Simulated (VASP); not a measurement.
Write the native input for VASP 6.6.1 that does the following.

| Item | Value |
| --- | --- |
| Task | single point |
| Functional | r2SCAN |
| Potentials or basis | VASP PAW PBE potentials, release 64 (Cu, O) |
| Cutoff | 520 eV |
| k mesh | 10 × 10 × 6 |
| Occupations | fermi-dirac, width 0.05 eV |
| Spin | no spin polarisation |
| Dipole correction | no |
| Further INCAR settings | ALGO = Normal; EDIFF = 1e-06; NBANDS = 32 |

Crystal: CuO2.

```
CELL_PARAMETERS angstrom
1.41261 -5.21075 0.00000
1.41261 5.21075 0.00000
0.00000 0.00000 4.34342
ATOMIC_POSITIONS crystal
Cu 0.16725 0.83275 0.75000
Cu 0.83275 0.16725 0.25000
O 0.78897 0.21103 0.75000
O 0.21103 0.78897 0.25000
O 0.55149 0.44851 0.75000
O 0.44851 0.55149 0.25000
```

One way to write it, as run:

POSCAR

```
CuO2
1.0
    1.4126150000     -5.2107470000      0.0000000000
    1.4126150000      5.2107470000      0.0000000000
    0.0000000000      0.0000000000      4.3434240000
Cu O
2 4
Direct
    0.1672530000      0.8327470000      0.7500000000
    0.8327470000      0.1672530000      0.2500000000
    0.7889700000      0.2110300000      0.7500000000
    0.2110300000      0.7889700000      0.2500000000
    0.5514860000      0.4485140000      0.7500000000
    0.4485140000      0.5514860000      0.2500000000
```

INCAR.step1

```
SYSTEM = CuO2
PREC = Accurate ; ENCUT = 520
ISMEAR = -1 ; SIGMA = 0.05
LREAL = .FALSE. ; LASPH = .TRUE.
NELM = 60 ; NBANDS = 32
GGA = PE ; ALGO = Normal
EDIFF = 1E-4 ; LWAVE = .TRUE.
LCHARG = .FALSE.
```

INCAR.step2

```
SYSTEM = CuO2
PREC = Accurate ; ENCUT = 520
EDIFF = 1E-6 ; ISMEAR = -1
SIGMA = 0.05 ; LREAL = .FALSE.
LASPH = .TRUE. ; NELM = 60
ALGO = Normal ; ISIF = 2
LWAVE = .FALSE. ; LCHARG = .TRUE.
METAGGA = R2SCAN ; LMIXTAU = .TRUE.
LELF = .TRUE. ; LVHAR = .TRUE.
NBANDS = 32 ; ISTART = 1
```

KPOINTS

```
Automatic mesh
0
G
  10 10 6
  0 0 0
```

Potentials or basis: VASP PAW PBE potentials, release 64 (Cu, O).

Run with:

```sh
$ cat potpaw_PBE.64/Cu/POTCAR potpaw_PBE.64/O/POTCAR > POTCAR
$ cp INCAR.step1 INCAR
$ mpirun -np 1 vasp_std > vasp.out
$ cp INCAR.step2 INCAR
$ mpirun -np 1 vasp_std > vasp.out
```

Results of the run:

- Pressure: -8.0 GPa
- Largest force: 0.436 eV/Å
- Band gap on the k mesh: zero (band 23 reaches 2.42 eV, above the bottom of band 24 at 1.93 eV)

Caveat: the PAW data sets were made with another functional, which shifts forces and pressure a little; semilocal functionals often make such compounds metallic where correlation or magnetic order opens a gap, which also shifts bond lengths.

It took 10 min on 1 thread of Intel(R) Xeon(R) 6975P-C (Granite Rapids) (shared host), peak memory 0.37 GiB.
